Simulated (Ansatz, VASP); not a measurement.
Two plane-wave programs on Li

```
Li
1.0
     3.05340    0.00000    0.00000
    -1.52670    2.64432    0.00000
     0.00000    0.00000   24.97237
Li
5
Direct
  0.66667 0.33333 0.30033
  0.33333 0.66667 0.40017
  0.00000 0.00000 0.50000
  0.66667 0.33333 0.59983
  0.33333 0.66667 0.69967
```

Alike in both runs: task single point; functional PBEsol; k mesh 12 × 12 × 1; occupations gaussian, width 0.1 eV; no spin polarisation.

|  | VASP | Ansatz |
| --- | --- | --- |
| version | VASP 6.6.1 | Ansatz 0.2.0 |
| potentials or method | VASP PAW PBE potentials, release 64 (Li_sv), cutoff 520 eV | scalar-relativistic, plane waves, PAW |
| valence electrons in the cell | 15 | 15 |

|  | VASP | Ansatz | Ansatz less VASP |
| --- | --- | --- | --- |
| gap on the k mesh at the Fermi level (eV) | none | none | - |
| rms of the force components (eV/Å) | 0.039 | 0.039 | +0.0001 |

VASP's potentials were made for PBE, not for PBEsol. Atom by atom the forces differ by 0.001 eV/Å (rms over components). A gap of «none» marks a metal or a gap that the smearing closes. Ansatz's warnings: vacuum density over bound.

Noted on VASP's run: the cutoff is short for stress, so the pressure is rough.
